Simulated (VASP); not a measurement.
# Ba (P6/mmm) in VASP: further runs, part 2 of 2

VASP 6.6.1. Earlier steps stand in the parts before.

## (4) Single point, LDA (strain -0.080 along x and y, -0.080 along z)

File INCAR:

```
PREC = Accurate ; ENCUT = 520
EDIFF = 1E-7 ; ISMEAR = 0
SIGMA = 0.15 ; LREAL = F
LASPH = T ; NELM = 100
ALGO = Normal ; ISIF = 2
LWAVE = F ; LCHARG = F
NBANDS = 11
```

File KPOINTS:

```
regular mesh
0
Gamma
  15 15 12
```

File POSCAR:

```
Ba
1.0
    3.9666846021      0.0000000000      0.0000000000
   -1.9833423011      3.4352496342      0.0000000000
    0.0000000000      0.0000000000      3.6003402360
Ba
1
Direct
    0.0000000000      0.0000000000      0.0000000000
```

Potentials or basis: VASP PAW LDA potentials, release 64 (Ba_sv).

The run is started by

```
$ cat potpaw_LDA.64/Ba_sv/POTCAR > POTCAR
$ mpirun -np 1 vasp_std > vasp.out
```

OUTCAR:

```text
PREC = Accurate
   ENCUT = 520
   EDIFF = 1E-7
   ISMEAR = 0
   LREAL = F
   LASPH = T
   NELM = 100
   ISIF = 2

 ion  position               nearest neighbor table
   1  0.000  0.000  0.000-

  LATTYP: Found a hexagonal cell.
 ALAT       =     3.9666846021
 C/A-ratio  =     0.9076446950

  Lattice vectors:

 A1 = (   3.9666846021,   0.0000000000,   0.0000000000)
 A2 = (  -1.9833423011,   3.4352496342,   0.0000000000)
 A3 = (   0.0000000000,   0.0000000000,   3.6003402360)

Analysis of symmetry for initial positions (statically):
=====================================================================
 Subroutine PRICEL returns:
 Original cell was already a primitive cell.

 Routine SETGRP: Setting up the symmetry group for a
 hexagonal supercell.

 Subroutine GETGRP returns: Found 24 space group operations
 (whereof 24 operations were pure point group operations)
 out of a pool of 24 trial point group operations.

The static configuration has the point symmetry D_6h.

Analysis of symmetry for dynamics (positions and initial velocities):
=====================================================================
 Subroutine PRICEL returns:
 Original cell was already a primitive cell.

 Routine SETGRP: Setting up the symmetry group for a
 hexagonal supercell.

 Subroutine GETGRP returns: Found 24 space group operations
 (whereof 24 operations were pure point group operations)
 out of a pool of 24 trial point group operations.

The dynamic configuration has the point symmetry D_6h.

 Subroutine INISYM returns: Found 24 space group operations
 (whereof 24 operations are pure point group operations),
 and found     1 'primitive' translations

----------------------------------------------------------------------------------------

                                     Primitive cell

  volume of cell :      49.0602

[... 111 lines left out ...]
   GGA     = CA    functional components
   LHFCALC =     F    Hartree Fock is set to
   AEXX    =    0.0000 exact exchange contribution
   IVDW    =     0    specifies the selected vdW correction
   LEPSILON=     F    determine dielectric tensor
   LRPA    =     F    only Hartree local field effects (RPA)
 non-spin polarized calculation
 Gauss-broadening in eV      SIGMA  =   0.15
  energy-cutoff  :      520.00
  volume of cell :       49.06
 maximum number of plane-waves:      1342
 NGX is ok and might be reduce to    30
   NGX = 15   NGY = 15   NGZ = 13

 number of electron      10.0000000 magnetization

 number of electron       9.9999999 magnetization

 Free energy of the ion-electron system (eV)
  ---------------------------------------------------
  ext. energy  EPLUGINS =         0.00000000
  ---------------------------------------------------
  free energy    TOTEN  =        -2.07918744 eV

  energy without entropy =       -2.06592179  energy(sigma->0) =       -2.07255461

 E-fermi :   2.3880     XC(G=0):  -8.4643

 val. band max:        2.3845592916   @ k =   0.2000  -0.0000   0.5000
 cond. band min:       2.3889102484   @ k =   0.4000  -0.0000   0.2500
 fundamental gap:      0.0043509568
 Fermi energy:         2.3880117581

 k-point     1 :       0.0000    0.0000    0.0000
  band No.  band energies     occupation
      1     -26.4029      2.00000
      2     -11.0904      2.00000
      3     -11.0904      2.00000
      4     -10.9042      2.00000
      5      -0.3816      2.00000
      6       2.1950      1.93117
      7       4.2308      0.00000
      8       4.2308      0.00000
      9       8.5679      0.00000
     10       8.5679      0.00000
     11       9.0227      0.00000
[... 309 lines left out ...]
 k-point    24 :       0.4000    0.2000    0.0000
  band No.  band energies     occupation
      1     -26.2752      2.00000
      2     -12.0153      2.00000
      3     -11.5754      2.00000
      4     -10.7770      2.00000
      5       2.0896      1.99509
      6       2.8412      0.00002
      7       3.7129      0.00000
      8       6.1184      0.00000
      9       7.1890      0.00000
     10       8.3402      0.00000
     11       8.4986      0.00000

 [... further k-points ...]

------------------------ aborting loop because EDIFF is reached ----------------------------------------

  FORCE on cell =-STRESS in cart. coord.  units (eV):
  Direction    XX          YY          ZZ          XY          YZ          ZX
  --------------------------------------------------------------------------------------
  -------------------------------------------------------------------------------------
  Total        0.1548779      0.1548779      0.4242469     -0.0000000     -0.0000000      0.0000000
  in kB        5.0579027      5.0579027     13.8547828     -0.0000000     -0.0000000      0.0000000
  external PRESSURE =       7.9901961 kB  Pullay stress =       0.0000000 kB

 VOLUME and BASIS-vectors are now :
 -----------------------------------------------------------------------------
  energy-cutoff  :      520.00
  volume of cell :       49.06
      direct lattice vectors                 reciprocal lattice vectors
     3.966684602  0.000000000  0.000000000     0.252099700  0.145549830  0.000000000
    -1.983342301  3.435249634  0.000000000     0.000000000  0.291099660  0.000000000
     0.000000000  0.000000000  3.600340236     0.000000000  0.000000000  0.277751527

 POSITION                                       TOTAL-FORCE (eV/Angst)
 -----------------------------------------------------------------------------------
      0.00000      0.00000      0.00000         0.000000      0.000000      0.000000
 -----------------------------------------------------------------------------------
    total drift:                                0.000000      0.000000     -0.000000

  FREE ENERGIE OF THE ION-ELECTRON SYSTEM (eV)
  ---------------------------------------------------
  free  energy   TOTEN  =        -2.0791874410 eV

  energy  without entropy=       -2.0659217850  energy(sigma->0) =       -2.07255461
```

OSZICAR:

```text
N       E                     dE             d eps       ncg     rms          rms(c)
DAV:   1     0.514984782856E+02    0.51498E+02   -0.45277E+03  4158   0.779E+02
DAV:   2     0.973094234952E-01   -0.51401E+02   -0.49960E+02  5040   0.141E+02
DAV:   3    -0.204443118561E+01   -0.21417E+01   -0.21252E+01  5366   0.286E+01
DAV:   4    -0.210223032586E+01   -0.57799E-01   -0.57723E-01  5242   0.433E+00
DAV:   5    -0.210402947349E+01   -0.17991E-02   -0.17990E-02  5670   0.597E-01    0.259E+00
DAV:   6    -0.208747435759E+01    0.16555E-01   -0.14567E-02  6024   0.879E-01    0.147E+00
DAV:   7    -0.207923175256E+01    0.82426E-02   -0.18989E-02  6385   0.101E+00    0.893E-02
DAV:   8    -0.207918850093E+01    0.43252E-04   -0.26960E-04  5075   0.114E-01    0.133E-02
DAV:   9    -0.207918855748E+01   -0.56553E-07   -0.47190E-06  5410   0.128E-02    0.573E-03
DAV:  10    -0.207918743389E+01    0.11236E-05   -0.23207E-06  4944   0.794E-03    0.818E-04
DAV:  11    -0.207918744104E+01   -0.71527E-08   -0.19078E-08  3202   0.957E-04
   1 F= -.20791874E+01 E0= -.20725546E+01  d E =-.132657E-01
```

stdout:

```text
POSCAR found type information on POSCAR Ba
 POSCAR found :  1 types and       1 ions
 scaLAPACK will be used
 LDA part: xc-table for (Slater(with rela. corr.)+CA(PZ))
 , standard interpolation
 POSCAR, INCAR and KPOINTS ok, starting setup
 FFT: planning ... GRIDC
 FFT: planning ... GRID_SOFT
 FFT: planning ... GRID
 WAVECAR not read
 entering main loop
```

Run time: 68 s. Hardware: 1 thread of Intel Xeon Platinum 8375C at 2.90GHz (Ice Lake), shared host; peak memory 0.22 GiB.

What came out:

```yaml
Free_energy: -2.0792 eV
Pressure: 0.8 GPa
Band_gap_on_the_k_mesh: zero (band 5 reaches 3.05 eV, above the bottom of band 6 at 1.95 eV)
```

Caveat: the cell differs from its parent crystal (strain -0.080 along x and y, -0.080 along z); spin-orbit coupling is left out, which moves the levels of the heavy elements.

## (5) Overview

| cell | gap on the mesh (eV) | pressure (GPa) |
| --- | --- | --- |
| a = 4.312, b = 4.312, c = 4.226 Å, angles 90.0, 90.0, 120.0°, 1 atom | none | -1.6 |
| a = 4.657, b = 4.657, c = 3.913 Å, angles 90.0, 90.0, 120.0°, 1 atom | none | -1.8 |
| a = 3.967, b = 3.967, c = 3.600 Å, angles 90.0, 90.0, 120.0°, 1 atom | none | 0.8 |

Alike in all rows: task single point; level LDA; potentials or basis VASP PAW LDA potentials, release 64 (Ba_sv); no spin polarisation; k mesh 15 × 15 × 12; cutoff (eV) 520; smearing gaussian 0.15 eV.

Caveats: spin-orbit coupling is left out, which moves the levels of the heavy elements.

Absolute energies hang on the potentials; compare differences alone.
